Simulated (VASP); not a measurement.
# Si3C3N8 (P-6) in VASP: a series of runs, part 2 of 2

VASP 6.6.1. Earlier steps stand in the parts before.

**3. Single point, PBE**

This run uses another cell than the first one, of 8.19 Å³/atom.

INCAR reads:

```
SYSTEM = Si3C3N8
PREC = Accurate
ENCUT = 520
EDIFF = 1E-6
ISMEAR = -1
SIGMA = 0.02
LREAL = .False.
LASPH = .True.
NELM = 100
ALGO = Normal
ISIF = 2
LWAVE = .False.
LCHARG = .False.
GGA = PE
NBANDS = 45
```

KPOINTS reads:

```
Automatic mesh
0
Gamma
  6 6 10
  0 0 0
```

POSCAR reads:

```
Si3C3N8
1.0
    7.0423664737     -0.0000000028      0.0000000000
   -3.5211832344      6.0988682704      0.0000000000
    0.0000000000      0.0000000000      2.6683409762
Si C N
3 3 8
Direct
    0.2255296523      0.8349499168      0.5000000000
    0.1650500832      0.3905797355      0.5000000000
    0.6094202645      0.7744703477      0.5000000000
    0.4257734372      0.2366594532      0.0000000000
    0.8108860161      0.5742265628      0.0000000000
    0.7633405468      0.1891139839      0.0000000000
    0.3333333333      0.6666666667      0.5000000000
    0.6666666667      0.3333333333      0.0000000000
    0.9483609663      0.6380112631      0.5000000000
    0.3039731706      1.0023010562      0.0000000000
    0.6983278856      0.6960268294      0.0000000000
    0.3619887369      0.3103497032      0.5000000000
   -0.0023010562      0.3016721144      0.0000000000
    0.6896502968      0.0516390337      0.5000000000
```

Potentials or basis: VASP PAW PBE potentials, release 64 (Si, C, N).

The run is started by

```console
$ cat potpaw_PBE.64/Si/POTCAR potpaw_PBE.64/C/POTCAR potpaw_PBE.64/N/POTCAR > POTCAR
$ mpirun -np 1 vasp_std > vasp.out
```

OUTCAR:

```text
SYSTEM = Si3C3N8
   PREC = Accurate
   ENCUT = 520
   EDIFF = 1E-6
   ISMEAR = -1
   LREAL = .False.
   LASPH = .True.
   NELM = 100
   ISIF = 2
   GGA = PE

 ion  position               nearest neighbor table
   1  0.226  0.835  0.500-  10 1.68  10 1.68   7 1.70   9 1.74   3 2.94   2 2.94
   2  0.165  0.391  0.500-  13 1.68  13 1.68   7 1.70  12 1.74   1 2.94   3 2.94
   3  0.609  0.774  0.500-  11 1.68  11 1.68   7 1.70  14 1.74   1 2.94   2 2.94
   4  0.426  0.237  0.000-  10 1.43   8 1.48  12 1.58  12 1.58
[... 1370 lines left out ...]
  energy-cutoff  :      520.00
  volume of cell :      114.61
      direct lattice vectors                 reciprocal lattice vectors
     7.042366474 -0.000000003  0.000000000     0.141997722  0.081982423  0.000000000
    -3.521183234  6.098868270  0.000000000     0.000000000  0.163964847  0.000000000
     0.000000000  0.000000000  2.668340976     0.000000000  0.000000000  0.374764698

 POSITION                                       TOTAL-FORCE (eV/Angst)
 -----------------------------------------------------------------------------------
     -1.35175      5.09225      1.33417        -0.013839     -0.082496     -0.000000
     -0.21296      2.38209      1.33417         0.078363      0.029263     -0.000000
      1.56471      4.72339      1.33417        -0.064524      0.053233      0.000000
      2.16513      1.44335      0.00000        -0.099328      0.093281     -0.000000
      3.68860      3.50213      0.00000         0.130448      0.039380     -0.000000
      4.70982      1.15338      0.00000        -0.031120     -0.132661      0.000000
      0.00000      4.06591      1.33417        -0.000000     -0.000000     -0.000000
      3.52118      2.03296      0.00000        -0.000000     -0.000000     -0.000000
      4.43215      3.89115      1.33417        -0.110396     -0.122121      0.000000
      2.13259      0.01403      0.00000        -0.053801      0.259662      0.000000
      2.46704      4.24498      0.00000         0.251774     -0.083238     -0.000000
      1.45646      1.89278      1.33417         0.160958     -0.034545     -0.000000
      5.96392      1.83986      0.00000        -0.197973     -0.176424     -0.000000
      4.67494      0.31494      1.33417        -0.050562      0.156666     -0.000000
 -----------------------------------------------------------------------------------
    total drift:                               -0.000004     -0.000005     -0.000000

  FREE ENERGIE OF THE ION-ELECTRON SYSTEM (eV)
  ---------------------------------------------------
  free  energy   TOTEN  =      -111.2178698275 eV

  energy  without entropy=     -111.2178698275  energy(sigma->0) =     -111.21786983
```

stdout:

```text
POSCAR found type information on POSCAR SiC N
 POSCAR found :  3 types and      14 ions
 scaLAPACK will be used
 LDA part: xc-table for (Slater+PW92), standard interpolation
 POSCAR, INCAR and KPOINTS ok, starting setup
 FFT: planning ... GRIDC
 FFT: planning ... GRID_SOFT
 FFT: planning ... GRID
 WAVECAR not read
 entering main loop
```

Wall time 6.1 min (1 thread of Intel Xeon 6975P-C (Granite Rapids), shared host); peak memory 0.34 GiB.

What came out:

```
Free energy            : -111.2179 eV
Pressure               : 5.7 GPa
Largest force          : 0.265 eV/Å
Band gap on the k mesh : 2.30 eV (least direct gap 2.49 eV)
```

Forces on the atoms (eV/Å):
```
Si  -0.014 -0.082  0.000
Si   0.078  0.029  0.000
Si  -0.065  0.053  0.000
C   -0.099  0.093  0.000
C    0.130  0.039  0.000
C   -0.031 -0.133  0.000
N    0.000  0.000  0.000
N    0.000  0.000  0.000
N   -0.110 -0.122  0.000
N   -0.054  0.260  0.000
N    0.252 -0.083  0.000
N    0.161 -0.035  0.000
N   -0.198 -0.176  0.000
N   -0.051  0.157  0.000
```

Levels at points of the mesh, in eV from the valence-band top:
| k point | band 30 | band 31 | band 32 | band 33 | band 34 | band 35 |
| --- | --- | --- | --- | --- | --- | --- |
| (0.00, 0.00, 0.00) | -0.59 | -0.34 | -0.19 | 2.30 | 2.66 | 2.66 |
| (0.50, 0.00, 0.00) | -0.66 | -0.43 | -0.28 | 2.69 | 2.73 | 2.81 |
| (0.00, 0.00, 0.50) | -1.75 | -1.75 | -1.40 | 2.82 | 2.82 | 5.22 |
| (0.50, 0.00, 0.50) | -1.73 | -1.51 | -1.03 | 2.58 | 3.38 | 4.45 |

Caveat: the cell stands under pressure. A k mesh can miss the band edges.

**4. Single point, r2SCAN**

This run uses another cell than the first one, of 8.19 Å³/atom.

POSCAR is that of step 3.

INCAR.step1 reads:

```
SYSTEM = Si3C3N8
  PREC = Accurate
  ENCUT = 520
  ISMEAR = -1
  SIGMA = 0.02
  LREAL = .False.
  LASPH = .True.
  NELM = 80
  NBANDS = 45
  GGA = PE
  ALGO = Normal
  EDIFF = 1E-4
  LWAVE = .True.
  LCHARG = .False.
```

INCAR.step2 reads:

```
SYSTEM = Si3C3N8
  PREC = Accurate
  ENCUT = 520
  EDIFF = 1E-6
  ISMEAR = -1
  SIGMA = 0.02
  LREAL = .False.
  LASPH = .True.
  NELM = 80
  ALGO = Normal
  ISIF = 2
  LWAVE = .False.
  LCHARG = .False.
  METAGGA = R2SCAN
  LMIXTAU = .True.
  NBANDS = 45
  ISTART = 1
```

KPOINTS reads:

```
Automatic mesh
0
Gamma
  6 6 8
  0 0 0
```

The run is started by

```console
$ cat potpaw_PBE.64/Si/POTCAR potpaw_PBE.64/C/POTCAR potpaw_PBE.64/N/POTCAR > POTCAR
$ cp INCAR.step1 INCAR
$ mpirun -np 1 vasp_std > vasp.out
$ cp INCAR.step2 INCAR
$ mpirun -np 1 vasp_std > vasp.out
```

Run time: 13 min. Hardware: 1 thread of Intel Xeon 6975P-C (Granite Rapids), shared host; peak memory 0.34 GiB.

Results (log left out):

- Free energy: -131.5992 eV
- Pressure: 0.3 GPa
- Largest force: 0.097 eV/Å
- Band gap on the k mesh: 2.67 eV (least direct gap 2.85 eV)

Forces on the atoms (eV/Å):
```
Si  -0.005  0.001  0.000
Si   0.002 -0.005  0.000
Si   0.003  0.004  0.000
C   -0.026  0.037  0.000
C    0.045  0.004  0.000
C   -0.019 -0.041  0.000
N    0.000  0.000  0.000
N    0.000  0.000  0.000
N    0.046  0.032  0.000
N   -0.008 -0.097  0.000
N   -0.080  0.055  0.000
N   -0.051  0.024  0.000
N    0.088  0.042  0.000
N    0.005 -0.056  0.000
```

Levels at points of the mesh, in eV from the valence-band top:
```
           k point  band 28  band 29  band 30  band 31  band 32  band 33  band 34  band 35  band 36  band 37
(0.00, 0.00, 0.00)    -1.28    -1.28    -0.60    -0.38    -0.18     2.67     3.04     3.04     5.28     5.87
(0.50, 0.00, 0.00)    -1.80    -1.53    -0.69    -0.45    -0.27     3.06     3.12     3.21     5.43     5.83
(0.00, 0.00, 0.50)    -2.26    -2.26    -1.83    -1.83    -1.45     3.34     3.34     5.82     5.82     5.94
(0.50, 0.00, 0.50)    -2.24    -2.06    -1.79    -1.58    -1.09     3.05     3.95     4.97     5.95     6.44
```

Caveat: the PAW data sets were made with another functional, which shifts forces and pressure a little.

**5. Summary**

```tsv
level	cell	k mesh	gap on the mesh (eV)	pressure (GPa)	largest force (eV/Å)
PBE	a = 7.084, b = 7.084, c = 2.683 Å, angles 90.0, 90.0, 120.0°, 14 atoms, atomic positions A	6 × 6 × 8	2.21	-0.1	0.06
PBE	a = 7.042, b = 7.042, c = 2.668 Å, angles 90.0, 90.0, 120.0°, 14 atoms, atomic positions B	6 × 6 × 10	2.30	5.7	0.27
r2SCAN	a = 7.042, b = 7.042, c = 2.668 Å, angles 90.0, 90.0, 120.0°, 14 atoms, atomic positions B	6 × 6 × 8	2.67	0.3	0.10
```

Alike in all rows: task single point; potentials or basis VASP PAW PBE potentials, release 64 (Si, C, N); no spin polarisation; cutoff (eV) 520; smearing fermi-dirac 0.02 eV.

Caveats: the cell stands under pressure (at least some runs); the PAW data sets were made with another functional, which shifts forces and pressure a little (at least some runs).

Absolute energies hang on the potentials; compare differences alone.
